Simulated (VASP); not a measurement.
Here is a VASP 6.6.1 calculation.

POSCAR

```
PtS2
1.0
    3.5526392528      0.0000000000      0.0000000000
   -1.7763196264      3.0766758434      0.0000000000
    0.0000000000      0.0000000000      5.1227220331
Pt S
1 2
Direct
    0.0000000000      0.0000000000      0.0000000000
    0.6666666667      0.3333333333      0.7607402620
    0.3333333333      0.6666666667      0.2392597380
```

The input INCAR.step1:

```
SYSTEM = PtS2
ALGO = Normal ; EDIFF = 1E-5
ENCUT = 440 ; GGA = PE
GGA_COMPAT = .False. ; ISIF = 2
ISMEAR = 0 ; LASPH = .True.
LCHARG = .False. ; LREAL = .False.
LWAVE = .True. ; NBANDS = 18
NELM = 120 ; PREC = Accurate
SIGMA = 0.01
```

Contents of INCAR.step2:

```
SYSTEM = PtS2
AEXX = 0.1 ; ALGO = Normal
EDIFF = 1E-6 ; ENCUT = 440
GGA_COMPAT = .False. ; ISIF = 2
ISMEAR = 0 ; ISTART = 1
LASPH = .True. ; LCHARG = .False.
LHFCALC = .True. ; LMIXTAU = .True.
LREAL = .False. ; LWAVE = .False.
METAGGA = R2SCAN ; NBANDS = 18
NELM = 120 ; PREC = Accurate
PRECFOCK = Normal ; SIGMA = 0.01
```

File KPOINTS:

```
k-points
0
Gamma
  6 6 4
  0 0 0
```

Potentials or basis: VASP PAW PBE potentials, release 64 (Pt, S).

Launch:

```sh
$ cat potpaw_PBE.64/Pt/POTCAR potpaw_PBE.64/S/POTCAR > POTCAR
$ cp INCAR.step1 INCAR
$ mpirun -np 1 vasp_std > vasp.out
$ cp INCAR.step2 INCAR
$ mpirun -np 1 vasp_std > vasp.out
```

Question: Predict the pressure.

Answer: -0.3 GPa.

Question: Predict the largest force.

Answer: 0.207 eV/Å.

Question: What does it give for the band gap on the k mesh?

Answer: 1.44 eV (least direct gap 2.11 eV).

Stress tensor (GPa, compression positive):
```
-0.57  0.00  0.00
 0.00 -0.57  0.00
 0.00  0.00  0.37
```

Caveat: the PAW data sets were made with another functional, which shifts forces and pressure a little; spin-orbit coupling is left out, which moves the levels of the heavy elements. A k mesh can miss the band edges.
